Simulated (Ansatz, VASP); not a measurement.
**Ni: VASP beside Ansatz**

```
Ni
1.0
     2.44802    0.00000    0.00000
    -1.22401    2.12005    0.00000
     0.00000    0.00000    4.07281
Ni
2
Direct
  0.33333 0.66667 0.25000
  0.66667 0.33333 0.75000
```

Alike in both runs: task single point; functional LDA; k mesh 15 × 15 × 8; occupations fermi-dirac, width 0.08 eV; collinear spin.

|  | VASP | Ansatz |
| --- | --- | --- |
| version | VASP 6.6.1 | Ansatz 0.2.0 |
| potentials or method | VASP PAW LDA potentials, release 64 (Ni), cutoff 520 eV | all-electron LAPW, scalar-relativistic |

VASP gave:

* pressure (GPa): -10.7
* traceless stress, the component that is largest in VASP (GPa): -2.33
* net moment per atom (μB): 0.61
* size of the moment on the site where the two differ most (μB): 0.61

Q: Estimate Ansatz's values.

A: Pressure (GPa): -10.7; traceless stress, the component that is largest in VASP (GPa): -2.27; net moment per atom (μB): 0.63; size of the moment on the site where the two differ most (μB): 0.65.

LDA's correlation is that of Perdew and Zunger in VASP and of Perdew and Wang (1992) in Ansatz. Site moments also hang on the region over which each program counts them. Ansatz ran all-electron here, and VASP with PAW potentials.
